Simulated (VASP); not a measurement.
Write the native input for VASP 6.6.1 that does the following.

```
Task                   : single point
Functional             : PBEsol
Potentials or basis    : VASP PAW PBE potentials, release 64 (Co)
Cutoff                 : 520 eV
k mesh                 : 21 × 21 × 12
Occupations            : gaussian, width 0.15 eV
Spin                   : collinear spin, ferromagnetic start
Starting moments       : [1.79, 1.79] μB
Dipole correction      : no
Further INCAR settings : ALGO = Normal; EDIFF = 1e-06; NBANDS = 20
```

The structure of Co lies in POSCAR:

```
Co
1.0
    2.3327000000      0.0000000000      0.0000000000
   -1.1663500000      2.0201774594      0.0000000000
    0.0000000000      0.0000000000      3.9673513066
Co
2
Direct
    0.3333333333      0.6666666667      0.2500000000
    0.6666666667      0.3333333333      0.7500000000
```

One way to write it, as run:

INCAR

```
SYSTEM = Co
PREC     = Accurate       ! precision mode
ENCUT    = 520            ! plane-wave cutoff, eV
EDIFF    = 1E-6           ! SCF threshold, eV
ISMEAR   = 0              ! smearing method
SIGMA    = 0.15           ! smearing width, eV
LREAL    = .False.        ! projectors in reciprocal space
LASPH    = .True.         ! aspherical terms in the spheres
NELM     = 150            ! most SCF steps
ALGO     = Normal         ! electronic algorithm
ISIF     = 2              ! what is computed and relaxed
LWAVE    = .False.        ! write WAVECAR
LCHARG   = .False.        ! write CHGCAR
ISPIN    = 2              ! spin polarisation
MAGMOM   = 1.79 1.79      ! initial moments
LORBIT   = 11             ! projections on sites
LMAXMIX  = 4              ! l up to which the mixer works
GGA      = PS             ! functional
NBANDS   = 20             ! bands
```

KPOINTS

```
Automatic mesh
0
Gamma
  21 21 12
  0 0 0
```

Potentials or basis: VASP PAW PBE potentials, release 64 (Co).

The run is started by

```sh
$ cat potpaw_PBE.64/Co/POTCAR > POTCAR
$ mpirun -np 1 vasp_std > vasp.out
```

Results of the run:

The pressure is 32.1 GPa, the net moment is 3.00 μB per cell and the site moments are Co +1.49 μB. The valence electrons inside the program's atomic spheres are Co 8.61.

Caveat: the stress differs along the axes, from 15 to 40 GPa; the PAW data sets were made with another functional, which shifts forces and pressure a little.

Run time: 96 s on 1 thread of Intel(R) Xeon(R) 6975P-C (Granite Rapids), on a shared host, peak memory 0.27 GiB.
